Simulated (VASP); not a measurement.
Write the native input for VASP 6.6.1 that does the following.

```
Task                   : single point
Functional             : PBE
Potentials or basis    : VASP PAW PBE potentials, release 64 (C)
Cutoff                 : 520 eV
k mesh                 : 10 × 10 × 2
Occupations            : gaussian, width 0.05 eV
Spin                   : no spin polarisation
Dipole correction      : no
Further INCAR settings : ALGO = Normal; EDIFF = 1e-07; NBANDS = 36
```

The structure of C lies in POSCAR:

```
C
1.0
    1.7834000000     -1.7834000000      0.0000000000
    1.7834000000      0.0000000000     -1.7834000000
    7.7281855600      6.8363072200      6.8363072200
C
12
Direct
    0.6215131933      0.6215131933      0.2708666667
   -0.0173701400     -0.0173701400      0.1042000000
    0.2603965267      0.2603965267      0.4375333333
    0.5381631933      0.5381631933      0.7708666667
    0.8992798600      0.8992798600      0.6042000000
    0.1770465267      0.1770465267      0.9375333333
    0.6006756933      0.6006756933      0.3958666667
    0.9617923600      0.9617923600      0.2292000000
    0.2395590267      0.2395590267      0.5625333333
    0.5173256933      0.5173256933      0.8958666667
   -0.1215576400     -0.1215576400      0.7292000000
    0.3229090267      0.3229090267      0.0625333333
```

This cell differs from its parent crystal: the part above a cut slid along it.

The input as run:

INCAR

```
ALGO = Normal
EDIFF = 1E-7
ENCUT = 520
GGA = PE
ISIF = 2
ISMEAR = 0
LASPH = True
LCHARG = False
LREAL = False
LWAVE = False
NBANDS = 36
NELM = 80
PREC = Accurate
SIGMA = 0.05
```

KPOINTS

```
k-points
0
Gamma
  10 10 2
```

Potentials or basis: VASP PAW PBE potentials, release 64 (C).

Launch:

```bash
$ cat potpaw_PBE.64/C/POTCAR > POTCAR
$ mpirun -np 1 vasp_std > vasp.out
```

It gave:

The pressure is 3.6 GPa, the largest force is 4.720 eV/Å and the band gap on the k mesh is 2.53 eV (least direct gap 4.59 eV).

Caveat: the cell differs from its parent crystal (the part above a cut slid along it); the stress differs along the axes, from -24 to 18 GPa; forces of over 1 eV/Å act on the atoms, so gaps and moduli don't describe the material at rest.

Run time: 4.2 min on 1 thread of Intel Xeon 8259CL, on a shared host, peak memory 0.24 GiB.
